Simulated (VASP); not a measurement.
Input of a VASP 6.6.1 run:

INCAR

```
  ALGO = Normal
  EDIFF = 1E-6
  ENCUT = 520
  GGA = PE
  ISIF = 2
  ISMEAR = 0
  LASPH = T
  LCHARG = F
  LREAL = F
  LWAVE = F
  NBANDS = 46
  NELM = 100
  PREC = Accurate
  SIGMA = 0.1
```

File KPOINTS:

```
k-points
0
Gamma
  4 4 4
```

The input POSCAR:

```
InGa3P4
1.0
    5.6203259037      0.0000365461      0.0003539055
    0.0000374522      5.6202221292      0.0000023524
    0.0003550702      0.0000015242      5.6202948279
In Ga P
1 3 4
Direct
    0.5000242511      0.5000481895      0.5000582229
   -0.0000232985      0.0000087181      0.4999465801
    0.0000206288      0.4999753975      0.0000288536
    0.4999781968      0.0000143976     -0.0000313365
    0.7600533118      0.7600163136      0.7600399707
    0.7599667234      0.2399853469      0.2399809767
    0.2400134658      0.7599879372      0.2399940577
    0.2399667209      0.2399636995      0.7599826747
```

Potentials or basis: VASP PAW PBE potentials, release 64 (In_d, Ga_d, P).

Launch:

```sh
$ cat potpaw_PBE.64/In_d/POTCAR potpaw_PBE.64/Ga_d/POTCAR potpaw_PBE.64/P/POTCAR > POTCAR
$ mpirun -np 1 vasp_std > vasp.out
```

Q: Estimate the pressure.

A: 0.0 GPa.

Q: Estimate the largest force.

A: 0.006 eV/Å.

Q: Estimate the band gap on the k mesh.

A: 1.04 eV, direct.

Forces in eV/Å, atoms in the order of the input:
```
In   0.000 -0.001  0.000
Ga   0.000  0.000  0.001
Ga   0.000  0.000  0.000
Ga   0.000  0.000  0.000
P   -0.003 -0.003 -0.003
P   -0.003  0.003  0.003
P    0.003 -0.003  0.003
P    0.003  0.004 -0.003
```

Caveat: spin-orbit coupling is left out, which moves the levels of the heavy elements. A k mesh can miss the band edges.
